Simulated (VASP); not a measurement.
SiNi, 8 atoms in the cell. It takes space group Pnma (No. 62, orthorhombic). Conventional cell: a = 5.151 Å, b = 3.378 Å, c = 5.619 Å, α = 90.00°, β = 90.00°, γ = 90.00°. Within 3.0 Å of Si (site symmetry m) lie 6 Ni at 2.29 to 2.41 Å and 2 Si at 2.67 Å. Within 3.0 Å of Ni (site symmetry m) lie 6 Si at 2.29 to 2.41 Å and 4 Ni at 2.67 to 2.71 Å. 

* Program: VASP 6.6.1
* Task: single point
* Functional: PBE
* Potentials or basis: VASP PAW PBE potentials, release 64 (Si, Ni)
* Cutoff: 520 eV
* k mesh: 8 × 10 × 6
* Occupations: gaussian, width 0.05 eV
* Spin: no spin polarisation
* Dipole correction: no
* Further INCAR settings: ALGO = Normal; EDIFF = 1e-06; NBANDS = 38

Potentials or basis: VASP PAW PBE potentials, release 64 (Si, Ni).

Launch:

```bash
$ cat potpaw_PBE.64/Si/POTCAR potpaw_PBE.64/Ni/POTCAR > POTCAR
$ mpirun -np 1 vasp_std > vasp.out
```

Hardware: 1 thread of Intel(R) Xeon(R) 6975P-C (Granite Rapids), on a shared host.

Problem. Estimate the wall time of this run.

Solution. It took 2.9 min on 1 thread of Intel(R) Xeon(R) 6975P-C (Granite Rapids), on a shared host, peak memory 0.45 GiB. Counts: scf iterations 15, k points 120.
